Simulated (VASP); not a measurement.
# HgTe (I-4m2) in VASP: settings compared

The runs below take HgTe through single point, with PBEsol, r2SCANh.

All numbers are computed with VASP 6.6.1; they aren't measurements. Logs are shortened: lines on timing, memory, paths and dates and some standing lists are left out, and cuts for length are marked.

### Step 1. The cell of the first run

The structure is tetragonal, space group I-4m2 (No. 119). The conventional cell has a = 6.091 Å, b = 6.091 Å, c = 3.119 Å, α = 90.00°, β = 90.00°, γ = 90.00°. Within 4.1 Å of Hg (site symmetry -4m2) lie 2 Hg at 3.12 Å and 8 Te at 3.14 to 3.84 Å. Te (site symmetry -4m2) has 2 Te at 3.12 Å and 8 Hg at 3.14 to 3.84 Å within 4.1 Å.

### Step 2. Single point, PBEsol

INCAR

```
  PREC = Accurate
  ENCUT = 520
  EDIFF = 1E-7
  ISMEAR = -1
  SIGMA = 0.05
  LREAL = F
  LASPH = T
  NELM = 100
  ALGO = Normal
  ISIF = 2
  LWAVE = F
  LCHARG = T
  GGA = PS
  LELF = T
  LVHAR = T
  NBANDS = 16
```

KPOINTS

```
regular mesh
0
Gamma
  8 8 8
```

POSCAR

```
HgTe
1.0
   -3.0456030000      3.0456030000      1.5594100000
    3.0456030000     -3.0456030000      1.5594100000
    3.0456030000      3.0456030000     -1.5594100000
Hg Te
1 1
Direct
    0.7500000000      0.2500000000      0.5000000000
    0.0000000000      0.0000000000      0.0000000000
```

Potentials or basis: VASP PAW PBE potentials, release 64 (Hg, Te).

Command:

```sh
$ cat potpaw_PBE.64/Hg/POTCAR potpaw_PBE.64/Te/POTCAR > POTCAR
$ mpirun -np 1 vasp_std > vasp.out
```

OUTCAR:

```text
PREC = Accurate
   ENCUT = 520
   EDIFF = 1E-7
   ISMEAR = -1
   LREAL = F
   LASPH = T
   NELM = 100
   ISIF = 2
   GGA = PS

 ion  position               nearest neighbor table
   1  0.750  0.250  0.500-   2 3.14   2 3.14   2 3.14   2 3.14
   2  0.000  0.000  0.000-   1 3.14   1 3.14   1 3.14   1 3.14

  LATTYP: Found a body centered tetragonal cell.
 ALAT       =     6.0912060000
 C/A-ratio  =     0.5120201156

  Lattice vectors:

 A1 = (  -3.0456030000,   3.0456030000,   1.5594100000)
 A2 = (   3.0456030000,  -3.0456030000,   1.5594100000)
 A3 = (   3.0456030000,   3.0456030000,  -1.5594100000)

Analysis of symmetry for initial positions (statically):
=====================================================================
 Subroutine PRICEL returns:
 Original cell was already a primitive cell.

 Routine SETGRP: Setting up the symmetry group for a
 body centered tetragonal supercell.

 Subroutine GETGRP returns: Found  8 space group operations
 (whereof  8 operations were pure point group operations)
 out of a pool of 16 trial point group operations.

The static configuration has the point symmetry D_2d.

Analysis of symmetry for dynamics (positions and initial velocities):
=====================================================================
 Subroutine PRICEL returns:
 Original cell was already a primitive cell.

 Routine SETGRP: Setting up the symmetry group for a
 body centered tetragonal supercell.

 Subroutine GETGRP returns: Found  8 space group operations
 (whereof  8 operations were pure point group operations)
 out of a pool of 16 trial point group operations.

The dynamic configuration has the point symmetry D_2d.

 Subroutine INISYM returns: Found  8 space group operations
 (whereof  8 operations are pure point group operations),
 and found     1 'primitive' translations

----------------------------------------------------------------------------------------

                                     Primitive cell

  volume of cell :      57.8585

  direct lattice vectors                    reciprocal lattice vectors
    -3.045603000  3.045603000  1.559410000     0.000000000  0.164171102  0.320634086
     3.045603000 -3.045603000  1.559410000     0.164171102  0.000000000  0.320634086
     3.045603000  3.045603000 -1.559410000     0.164171102  0.164171102  0.000000000

  length of vectors
     4.580737366  4.580737366  4.580737366     0.360219888  0.360219888  0.232172999

  position of ions in fractional coordinates (direct lattice)
     0.750000000  0.250000000  0.500000000
     0.000000000  0.000000000  0.000000000

  ion indices of the primitive-cell ions
   primitive index   ion index
                 1           1
                 2           2

----------------------------------------------------------------------------------------

 KPOINTS: regular mesh

Automatic generation of k-mesh.
 Grid dimensions read from file:
 generate k-points for:    8    8    8

 Generating k-lattice:

  Cartesian coordinates                     Fractional coordinates (reciprocal lattice)
     0.000000000  0.020521388  0.040079261     0.125000000  0.000000000  0.000000000
     0.020521388  0.000000000  0.040079261     0.000000000  0.125000000  0.000000000
     0.020521388  0.020521388  0.000000000     0.000000000  0.000000000  0.125000000

  Length of vectors
     0.045027486  0.045027486  0.029021625

  Shift w.r.t. Gamma in fractional coordinates (k-lattice)
     0.000000000  0.000000000  0.000000000

 Subroutine IBZKPT returns following result:
 ===========================================

 Found     59 irreducible k-points:

 Following reciprocal coordinates:
            Coordinates               Weight
  0.000000  0.000000  0.000000      1.000000
  0.125000  0.000000  0.000000      8.000000
  0.250000  0.000000  0.000000      8.000000
  0.375000  0.000000  0.000000      8.000000
  0.500000  0.000000  0.000000      4.000000
  0.125000  0.125000  0.000000      8.000000
[... 16 lines left out ...]
  0.250000  0.125000  0.125000     16.000000
  0.375000  0.125000  0.125000      8.000000
 [... further k-points ...]
   k-points           NKPTS =     59   k-points in BZ     NKDIM =     59   number of bands    NBANDS=     16
   number of dos      NEDOS =    301   number of ions     NIONS =      2
   total plane-waves  NPLWV =  46656
   dimension x,y,z NGX =    36 NGY =   36 NGZ =   36
   dimension x,y,z NGXF=    72 NGYF=   72 NGZF=   72
   ions per type =               1   1
   NGX,Y,Z   is equivalent  to a cutoff of  13.07, 13.07, 13.07 a.u.
   NGXF,Y,Z  is equivalent  to a cutoff of  26.13, 26.13, 26.13 a.u.
 SYSTEM =  unknown system
   PREC   = accura    normal or accurate (medium, high low for compatibility)
   ISTART =      0    job   : 0-new  1-cont  2-samecut
   ICHARG =      2    charge: 1-file 2-atom 10-const
   ISPIN  =      1    spin polarized calculation?
   LNONCOLLINEAR =      F non collinear calculations
   LSORBIT =      F    spin-orbit coupling
   LASPH  =      T    aspherical Exc in radial PAW
   ENCUT  =  520.0 eV  38.22 Ry    6.18 a.u.   8.52  8.52  8.52*2*pi/ulx,y,z
   NELM   =    100;   NELMIN=  2; NELMDL= -5     # of ELM steps
   EDIFF  = 0.1E-06   stopping-criterion for ELM
   LREAL  =      F    real-space projection
   EDIFFG = 0.1E-05   stopping-criterion for IOM
   NSW    =      0    number of steps for IOM
   IBRION =     -1    ionic relax: 0-MD 1-quasi-New 2-CG
   NFREE  =      0    steps in history (QN), initial steepest desc. (CG)
   ISIF   =      2    stress and relaxation
   ISYM   =      2    0-nonsym 1-usesym 2-fastsym
   POTIM  = 0.5000    time-step for ionic-motion
   TEBEG  =    0.0;   TEEND  =   0.0 temperature during run
   PSTRESS=    0.0 pullay stress
   NELECT =      18.0000    total number of electrons
   NUPDOWN=      -1.0000    fix difference up-down
   EMIN   =  10.00;   EMAX   =-10.00  energy-range for DOS
   EFERMI =   0.00;   METHOD = LEGACY
   ISMEAR =    -1;   SIGMA  =   0.05  broadening in eV -4-tet -1-fermi 0-gaus
   EFERMI_NEDOS =   21; number of points for ismear=-14 and -15
   IALGO  =     38    algorithm
   IMIX   =      4    mixing-type and parameters
     AMIX     =   0.40;   BMIX     =  1.00
     AMIX_MAG =   1.60;   BMIX_MAG =  1.00
  volume/ion in A,a.u.               =      28.93       195.22
  Fermi-wavevector in a.u.,A,eV,Ry     =   1.109286  2.096246 16.742166  1.230515
  Thomas-Fermi vector in A             =   2.245823
   LORBIT       =      0    0 simple, 1 ext, 2 COOP (PROOUT), +10 PAW based schemes
   GGA     = PS    functional components
   LHFCALC =     F    Hartree Fock is set to
   AEXX    =    0.0000 exact exchange contribution
   IVDW    =     0    specifies the selected vdW correction
   LEPSILON=     F    determine dielectric tensor
   LRPA    =     F    only Hartree local field effects (RPA)
 non-spin polarized calculation
  energy-cutoff  :      520.00
  volume of cell :       57.86
 maximum number of plane-waves:      1578
 NGX is ok and might be reduce to    36
   NGX = 17   NGY = 17   NGZ = 17

 number of electron      18.0000002 magnetization

 Free energy of the ion-electron system (eV)
  ---------------------------------------------------
  ext. energy  EPLUGINS =         0.00000000
  ---------------------------------------------------
  free energy    TOTEN  =        -4.12823947 eV

  energy without entropy =       -4.12334390  energy(sigma->0) =       -4.12579169

 E-fermi :   4.2973     XC(G=0):  -9.9932

 val. band max:        4.2967198098   @ k =  -0.2500   0.5000   0.1250
 cond. band min:       4.3156230934   @ k =   0.2500   0.0000   0.0000
 fundamental gap:      0.0189032836
 Fermi energy:         4.2973435864

 k-point     1 :       0.0000    0.0000    0.0000
  band No.  band energies     occupation
      1      -8.2207      2.00000
      2      -3.0966      2.00000
      3      -2.3961      2.00000
      4      -2.3172      2.00000
      5      -1.8791      2.00000
      6      -1.8791      2.00000
[... 8 lines left out ...]
     15      14.3476      0.00000
     16      15.3061      0.00000

 k-point     2 :       0.1250    0.0000    0.0000
  band No.  band energies     occupation
      1      -7.9738      2.00000
      2      -2.8662      2.00000
      3      -2.3645      2.00000
      4      -2.3366      2.00000
      5      -2.0053      2.00000
      6      -2.0009      2.00000
[... 8 lines left out ...]
     15      14.2631      0.00000
     16      14.3533      0.00000

 k-point     3 :       0.2500    0.0000    0.0000
  band No.  band energies     occupation
      1      -7.2762      2.00000
      2      -2.4047      2.00000
      3      -2.3580      2.00000
      4      -2.2885      2.00000
      5      -2.2318      2.00000
      6      -2.2084      2.00000
[... 8 lines left out ...]
     15      12.9016      0.00000
     16      13.8575      0.00000

 k-point     4 :       0.3750    0.0000    0.0000
  band No.  band energies     occupation
      1      -6.3234      2.00000
      2      -2.5798      2.00000
      3      -2.4911      2.00000
      4      -2.3335      2.00000
      5      -2.1480      2.00000
      6      -1.8601      2.00000
[... 8 lines left out ...]
     15      12.1149      0.00000
     16      15.3411      0.00000
[... 324 lines left out ...]
 k-point    22 :       0.1250    0.1250    0.1250
  band No.  band energies     occupation
      1      -7.1785      2.00000
      2      -2.4515      2.00000
      3      -2.3737      2.00000
      4      -2.2910      2.00000
      5      -2.2527      2.00000
      6      -2.1593      2.00000
[... 8 lines left out ...]
     15      12.6720      0.00000
     16      13.4834      0.00000

 k-point    23 :       0.2500    0.1250    0.1250
  band No.  band energies     occupation
      1      -6.2604      2.00000
      2      -2.5960      2.00000
      3      -2.4635      2.00000
      4      -2.3277      2.00000
      5      -2.1559      2.00000
      6      -1.9074      2.00000
[... 8 lines left out ...]
     15      12.3964      0.00000
     16      13.8610      0.00000

 k-point    24 :       0.3750    0.1250    0.1250
  band No.  band energies     occupation
      1      -5.7291      2.00000
      2      -2.7183      2.00000
      3      -2.4898      2.00000
      4      -2.2715      2.00000
      5      -2.1284      2.00000
      6      -1.8850      2.00000
[... 8 lines left out ...]
     15      12.8436      0.00000
     16      13.7774      0.00000

 [... further k-points ...]
[... 5 lines left out ...]
  --------------------------------------------------------------------------------------
  -------------------------------------------------------------------------------------
  Total       -1.4219071     -1.4219071     -1.0620547      0.0000000      0.0000000      0.0000000
  in kB      -39.3744870    -39.3744870    -29.4096987      0.0000000      0.0000000      0.0000000
  external PRESSURE =     -36.0528909 kB  Pullay stress =       0.0000000 kB

 VOLUME and BASIS-vectors are now :
 -----------------------------------------------------------------------------
  energy-cutoff  :      520.00
  volume of cell :       57.86
      direct lattice vectors                 reciprocal lattice vectors
    -3.045603000  3.045603000  1.559410000     0.000000000  0.164171102  0.320634086
     3.045603000 -3.045603000  1.559410000     0.164171102  0.000000000  0.320634086
     3.045603000  3.045603000 -1.559410000     0.164171102  0.164171102  0.000000000

 POSITION                                       TOTAL-FORCE (eV/Angst)
 -----------------------------------------------------------------------------------
      0.00000      3.04560      0.77970        -0.000000     -0.000000     -0.000000
      0.00000      0.00000      0.00000         0.000000      0.000000      0.000000
 -----------------------------------------------------------------------------------
    total drift:                               -0.000000      0.000000     -0.000000

  FREE ENERGIE OF THE ION-ELECTRON SYSTEM (eV)
  ---------------------------------------------------
  free  energy   TOTEN  =        -4.1282394744 eV

  energy  without entropy=       -4.1233438983  energy(sigma->0) =       -4.12579169
```

It took 50 s on 1 thread of Intel Xeon Platinum 8375C at 2.90GHz (Ice Lake), shared host; peak memory 0.23 GiB.

What came out:

| Property | Result |
| --- | --- |
| Free energy | -4.1282 eV |
| Pressure | -3.6 GPa |
| Band gap on the k mesh | zero (bands 9 and 10 overlap by 2.97 eV) |

Caveat: the cell stands under tension; the PAW data sets were made with another functional, which shifts forces and pressure a little; spin-orbit coupling is left out, which moves the levels of the heavy elements.

### Step 3. Single point, PBEsol, non-collinear spin, zero start, spin-orbit coupling

INCAR

```
SYSTEM = HgTe
  PREC = Accurate
  ENCUT = 520
  EDIFF = 1E-6
  ISMEAR = -1
  SIGMA = 0.05
  LREAL = .False.
  LASPH = .True.
  NELM = 150
  ALGO = Normal
  ISIF = 2
  LWAVE = .False.
  LCHARG = .False.
  MAGMOM = 0 0 0 0 0 0
  LORBIT = 11
  LSORBIT = .True.
  GGA_COMPAT = .False.
  LORBMOM = .True.
  GGA = PS
  NBANDS = 30
```

KPOINTS

```
Automatic mesh
0
Gamma
  8 8 8
  0 0 0
```

POSCAR is that of step 2.

Potentials or basis: VASP PAW PBE potentials, release 64 (Hg, Te).

Command:

```sh
$ cat potpaw_PBE.64/Hg/POTCAR potpaw_PBE.64/Te/POTCAR > POTCAR
$ mpirun -np 1 vasp_ncl > vasp.out
```

Wall time 5 min (1 thread of Intel Xeon Platinum 8375C at 2.90GHz (Ice Lake), shared host); peak memory 0.51 GiB.

The run converged. Its results:

| Item | Value |
| --- | --- |
| Free energy | -4.5060 eV |
| Pressure | -3.8 GPa |
| Net moment | 0.00 μB per cell |
| Valence electrons inside the program's atomic spheres | Hg 10.41; Te 3.26 |

Stress tensor (GPa, compression positive):
```
-4.14  0.00  0.00
 0.00 -4.14  0.00
 0.00  0.00 -2.98
```

Moments on the atoms (μB; x, y, z):
```
Hg  0.00 0.00 0.00
Te  0.00 0.00 0.00
```

Caveat: the cell stands under tension; the PAW data sets were made with another functional, which shifts forces and pressure a little.

### Step 4. Single point, r2SCANh

POSCAR is that of step 3.

INCAR.step1

```
SYSTEM = HgTe
  PREC = Accurate
  ENCUT = 520
  EDIFF = 1E-5
  ISMEAR = -1
  SIGMA = 0.05
  LREAL = .False.
  LASPH = .True.
  NELM = 100
  ALGO = Normal
  ISIF = 2
  LWAVE = .True.
  LCHARG = .False.
  NBANDS = 16
  GGA = PE
```

INCAR.step2

```
SYSTEM = HgTe
  PREC = Accurate
  ENCUT = 520
  EDIFF = 1E-6
  ISMEAR = -1
  SIGMA = 0.05
  LREAL = .False.
  LASPH = .True.
  NELM = 100
  ALGO = Normal
  ISIF = 2
  LWAVE = .False.
  LCHARG = .False.
  METAGGA = R2SCAN
  LHFCALC = .True.
  AEXX = 0.1
  LMIXTAU = .True.
  PRECFOCK = Normal
  NBANDS = 16
  ISTART = 1
```

KPOINTS

```
Automatic mesh
0
Gamma
  5 5 5
  0 0 0
```

Command:

```sh
$ cat potpaw_PBE.64/Hg/POTCAR potpaw_PBE.64/Te/POTCAR > POTCAR
$ cp INCAR.step1 INCAR
$ mpirun -np 1 vasp_std > vasp.out
$ cp INCAR.step2 INCAR
$ mpirun -np 1 vasp_std > vasp.out
```

It took 68 min on 1 thread of Intel Xeon Platinum 8259CL at 2.50GHz (Skylake/Cascade Lake), shared host; peak memory 0.25 GiB.

It converged, with:

```yaml
Free_energy: -68.1161 eV
Pressure: -1.4 GPa
Band_gap_on_the_k_mesh: zero (bands 9 and 10 overlap by 2.04 eV)
```

Stress tensor (GPa, compression positive):
```
-2.96  0.00  0.00
 0.00 -2.96  0.00
 0.00  0.00  1.79
```

Levels at points of the mesh, in eV from the Fermi level:
| k point | band 6 | band 7 | band 8 | band 9 | band 10 | band 11 | band 12 | band 13 |
| --- | --- | --- | --- | --- | --- | --- | --- | --- |
| (0.00, 0.00, 0.00) | -7.00 | -3.44 | -2.70 | -2.70 | 4.18 | 5.44 | 7.96 | 7.96 |

Caveat: the k points lie up to 0.45 Å⁻¹ apart, too coarse for converged energies and pressures of a metal; the PAW data sets were made with another functional, which shifts forces and pressure a little; spin-orbit coupling is left out, which moves the levels of the heavy elements.

### Step 5. Summary

```csv
level,spin,k mesh,grid for exact exchange (PRECFOCK),share of exact exchange,gap on the mesh (eV),pressure (GPa)
PBEsol,off,8 × 8 × 8,-,-,none,-3.6
PBEsol,"non-collinear, zero start, SOC",8 × 8 × 8,-,-,-,-3.8
r2SCANh,off,5 × 5 × 5,Normal,0.1,none,-1.4
```

Alike in all rows: task single point; potentials or basis VASP PAW PBE potentials, release 64 (Hg, Te); cell as given; cutoff (eV) 520; smearing fermi-dirac 0.05 eV.

Caveats: some runs use coarse meshes; the PAW data sets were made with another functional, which shifts forces and pressure a little; the cell stands under tension (at least some runs); spin-orbit coupling is left out, which moves the levels of the heavy elements (at least some runs).

Absolute energies hang on the potentials; compare differences alone.

The gap in the log of VASP goes by the Fermi energy; the results here count the filled bands.